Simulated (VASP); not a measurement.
A run of VASP 6.6.1 is set up as follows.

POSCAR

```
HfH2
1.0
   -1.7243858637      1.7243858637      2.1621756042
    1.7243858637     -1.7243858637      2.1621756042
    1.7243858637      1.7243858637     -2.1621756042
Hf H
1 2
Direct
    0.0000000000      0.0000000000      0.0000000000
    0.7500000000      0.2500000000      0.5000000000
    0.2500000000      0.7500000000      0.5000000000
```

Contents of INCAR.step1:

```
PREC = Accurate ; ENCUT = 520
ISMEAR = 0 ; SIGMA = 0.05
LREAL = False ; LASPH = True
NELM = 60 ; NBANDS = 13
GGA = PE ; ALGO = Normal
EDIFF = 1E-4 ; LWAVE = True
LCHARG = False
```

File INCAR.step2:

```
PREC = Accurate ; ENCUT = 520
EDIFF = 1E-6 ; ISMEAR = 0
SIGMA = 0.05 ; LREAL = False
LASPH = True ; NELM = 60
ALGO = Normal ; ISIF = 2
LWAVE = False ; LCHARG = False
METAGGA = R2SCAN ; LMIXTAU = True
IVDW = 12 ; VDW_S6 = 1.0
VDW_S8 = 0.78981345 ; VDW_A1 = 0.49484001
VDW_A2 = 5.73083694 ; NBANDS = 13
ISTART = 1
```

KPOINTS

```
regular mesh
0
Gamma
  12 12 12
```

Potentials or basis: VASP PAW PBE potentials, release 64 (Hf_pv, H).

Launch:

```sh
$ cat potpaw_PBE.64/Hf_pv/POTCAR potpaw_PBE.64/H/POTCAR > POTCAR
$ cp INCAR.step1 INCAR
$ mpirun -np 1 vasp_std > vasp.out
$ cp INCAR.step2 INCAR
$ mpirun -np 1 vasp_std > vasp.out
```

(1) Estimate the band gap on the k mesh.

(2) Estimate the dispersion energy per atom.

(3) What does it give for the pressure?

## Answers

(1) zero (bands 6 and 7 overlap by 1.12 eV).

(2) -0.110 eV.

(3) -2.2 GPa.

Caveat: three body term missing; the PAW data sets were made with another functional, which shifts forces and pressure a little; spin-orbit coupling is left out, which moves the levels of the heavy elements.
